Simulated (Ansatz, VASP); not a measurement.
## Mg4S in VASP and in Ansatz

```
CELL_PARAMETERS angstrom
5.60057 0.00000 0.00000
-2.80029 4.85024 0.00000
0.00000 0.00000 10.06277
ATOMIC_POSITIONS crystal
Mg 0.00000 0.00000 0.50000
Mg 0.33333 0.66667 0.73533
Mg 0.66667 0.33333 0.26467
Mg 0.50000 0.00000 0.00000
Mg 0.00000 0.50000 0.00000
Mg 0.50000 0.50000 0.00000
Mg 0.33333 0.66667 0.44536
Mg 0.66667 0.33333 0.55464
S 0.33333 0.66667 0.20285
S 0.66667 0.33333 0.79715
```

Alike in both runs: functional PBE; k mesh 4 × 4 × 2; occupations gaussian, width 0.2 eV; no spin polarisation.

Ansatz relaxed the structure, and its values are those at the end. VASP's run is a single point on that final structure, the one shown.

|  | VASP | Ansatz |
| --- | --- | --- |
| version | VASP 6.6.1 | Ansatz 0.2.0 |
| potentials or method | VASP PAW PBE potentials, release 64 (Mg, S), cutoff 600 eV | scalar-relativistic, plane waves, PAW |
| valence electrons in the cell | 28 | 92 |

```tsv
	VASP	Ansatz	Ansatz less VASP
gap on the k mesh at the Fermi level (eV)	none	none	-
pressure (GPa)	0.0	0.1	+0.07
rms of the force components (eV/Å)	0.019	0.021	+0.0012
```

A gap of «none» marks a metal or a gap that the smearing closes. The functional is the same, so the differences come from potentials, cutoffs and numerics. VASP's potentials hold 28 valence electrons a cell and Ansatz's 92, so a difference there can come from the potentials and not from the codes.
